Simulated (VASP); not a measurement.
A run of VASP 6.6.1:

INCAR

```
ALGO = Normal
EDIFF = 1E-8
ENCUT = 520
GGA = PE
ISIF = 2
ISMEAR = -1
ISPIN = 2
LASPH = T
LCHARG = F
LEFG = T
LMAXMIX = 4
LORBIT = 11
LREAL = F
LWAVE = F
MAGMOM = 2 0
NBANDS = 18
NELM = 150
PREC = Accurate
SIGMA = 0.05
```

KPOINTS

```
k-points
0
Gamma
  16 16 16
```

Contents of POSCAR:

```
CoO
1.0
    0.0000000000      2.1315000000      2.0675550000
    2.1315000000      0.0000000000      2.0675550000
    2.1315000000      2.1315000000      0.0000000000
Co O
1 1
Direct
    0.0000000000      0.0000000000      0.0000000000
    0.5000000000      0.5000000000      0.5000000000
```

Potentials or basis: VASP PAW PBE potentials, release 64 (Co, O).

The run is started by

```console
$ cat potpaw_PBE.64/Co/POTCAR potpaw_PBE.64/O/POTCAR > POTCAR
$ mpirun -np 1 vasp_std > vasp.out
```

Hardware: 1 thread of Intel(R) Xeon(R) Platinum 8488C (Sapphire Rapids) (shared host).

Estimate the wall time of this run.

Run time: 2.7 min on 1 thread of Intel(R) Xeon(R) Platinum 8488C (Sapphire Rapids), on a shared host, peak memory 0.3 GiB. Counts: scf iterations 23, k points 349.
